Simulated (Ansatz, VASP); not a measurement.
One calculation of SnSe2, two programs

```xyz
3
Lattice="3.8406 0.0000 0.0000 -1.9203 3.3260 0.0000 0.0000 0.0000 6.3941" Properties=species:S:1:pos:R:3 pbc="T T T"
Sn    0.0000    0.0000    0.0000
Se    1.9203    1.1087    4.8220
Se    0.0000    2.2173    1.5721
```

Change from the starting cell: strain along c alone, the other axes held, atoms relaxed: -2.0 %.

Alike in both runs: functional r2SCAN; k mesh 12 × 12 × 4; occupations gaussian, width 0.02 eV; no spin polarisation.

Ansatz relaxed the structure, and its values are those at the end. VASP's run is a single point on that final structure, the one shown.

|  | VASP | Ansatz |
| --- | --- | --- |
| version | VASP 6.6.1 | Ansatz 0.2.0 |
| potentials or method | VASP PAW PBE potentials, release 64 (Sn_d, Se), cutoff 520 eV | scalar-relativistic, plane waves, PAW |
| valence electrons in the cell | 26 | 46 |

|  | VASP | Ansatz | Ansatz less VASP |
| --- | --- | --- | --- |
| gap on the k mesh at the Fermi level (eV) | 1.06 | 1.06 | -0.004 |
| least direct gap on the mesh (eV) | 1.48 | 1.48 | -0.002 |
| pressure (GPa) | 0.3 | 0.2 | -0.05 |
| rms of the force components (eV/Å) | 0.006 | 0.000 | -0.0060 |

VASP's potentials were made for PBE, not for r2SCAN. VASP's potentials hold 26 valence electrons a cell and Ansatz's 46, so a difference there can come from the potentials and not from the codes. Ansatz's warnings: stress scf threshold loose.
